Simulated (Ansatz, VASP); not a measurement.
## One calculation of Te2Mo, two programs

POSCAR

```
Te2Mo
1.0
    3.5872018318      0.0000000000      0.0000000000
   -1.7936009159      3.1066079149      0.0000000000
    0.0000000000      0.0000000000     14.2476617354
Te Mo
4 2
Direct
    0.6666666667      0.3333333333      0.3790000000
    0.3333333333      0.6666666667      0.8790000000
    0.6666666667      0.3333333333      0.1210000000
    0.3333333333      0.6666666667      0.6210000000
    0.6666666667      0.3333333333      0.7500000000
    0.3333333333      0.6666666667      0.2500000000
```

The input INCAR.step1:

```
PREC     = Accurate       # precision mode
ENCUT    = 520            # plane-wave cutoff, eV
ISMEAR   = -1             # smearing method
SIGMA    = 0.05           # smearing width, eV
LREAL    = False          # projectors in reciprocal space
LASPH    = True           # aspherical terms in the spheres
NELM     = 60             # most SCF steps
NBANDS   = 35             # bands
GGA      = PE             # functional
ALGO     = Normal         # electronic algorithm
EDIFF    = 1E-4           # SCF threshold, eV
LWAVE    = True           # write WAVECAR
LCHARG   = False          # write CHGCAR
```

INCAR.step2

```
PREC     = Accurate       # precision mode
ENCUT    = 520            # plane-wave cutoff, eV
EDIFF    = 1E-6           # SCF threshold, eV
ISMEAR   = -1             # smearing method
SIGMA    = 0.05           # smearing width, eV
LREAL    = False          # projectors in reciprocal space
LASPH    = True           # aspherical terms in the spheres
NELM     = 60             # most SCF steps
ALGO     = Normal         # electronic algorithm
ISIF     = 2              # what is computed and relaxed
LWAVE    = False          # write WAVECAR
LCHARG   = False          # write CHGCAR
METAGGA  = R2SCAN         # meta-GGA
LMIXTAU  = True         
IVDW     = 12             # dispersion correction
VDW_S6   = 1.0          
VDW_S8   = 0.78981345   
VDW_A1   = 0.49484001   
VDW_A2   = 5.73083694   
NBANDS   = 35             # bands
ISTART   = 1
```

Contents of KPOINTS:

```
regular mesh
0
Gamma
  9 9 2
```

File input.yaml:

```yaml
crystal:
  lattice:
    - [3.5872018318, 0.0, 0.0]
    - [-1.7936009159, 3.1066079149, 0.0]
    - [0.0, 0.0, 14.2476617354]
  atoms:
    - { symbol: Te, position: [0.6666666667, 0.3333333333, 0.379] }
    - { symbol: Te, position: [0.3333333333, 0.6666666667, 0.879] }
    - { symbol: Te, position: [0.6666666667, 0.3333333333, 0.121] }
    - { symbol: Te, position: [0.3333333333, 0.6666666667, 0.621] }
    - { symbol: Mo, position: [0.6666666667, 0.3333333333, 0.75] }
    - { symbol: Mo, position: [0.3333333333, 0.6666666667, 0.25] }
hamiltonian:
  xc: r2scan
  pseudopotentials: { kind: paw }
  dispersion: d3bj
kpoints:
  mp_grid: { grid: [9, 9, 2] }
scf:
  occupations: { method: fermi_dirac, width: 0.05 }
output:
  forces: true
  stress: true
  eigenvalues: true
  write_density: true
  write_potential: true
  elf: true
  volumetric_format: npy
```

Alike in both runs: task single point; functional r2SCAN; dispersion D3(BJ); k mesh 9 × 9 × 2; occupations fermi-dirac, width 0.05 eV; no spin polarisation.

```csv
,VASP,Ansatz
version,VASP 6.6.1,Ansatz 0.2.0
potentials or method,"VASP PAW PBE potentials, release 64 (Te, Mo_sv)",Ansatz PAW
plane-wave cutoff (eV),520,500
valence electrons in the cell,52,92
```

VASP gave:

* gap on the k mesh at the Fermi level (eV): 0.91
* least direct gap on the mesh (eV): 1.04
* pressure (GPa): -4.7
* traceless stress, the component that is largest in VASP (GPa): -1.27
* rms of the force components (eV/Å): 0.373

What did Ansatz give for the same quantities?

gap on the k mesh at the Fermi level (eV): 0.91; least direct gap on the mesh (eV): 1.04; pressure (GPa): -4.8; traceless stress, the component that is largest in VASP (GPa): -1.32; rms of the force components (eV/Å): 0.383.

VASP's potentials were made for PBE, not for r2SCAN. Atom by atom the forces differ by 0.010 eV/Å (rms over components). VASP's potentials hold 52 valence electrons a cell and Ansatz's 92, so a difference there can come from the potentials and not from the codes.

Neither program's run includes spin-orbit coupling. Noted on Ansatz's run: odd divisions of the mesh miss points on the zone boundary, where band edges often lie, so the gap on the mesh can be too wide.
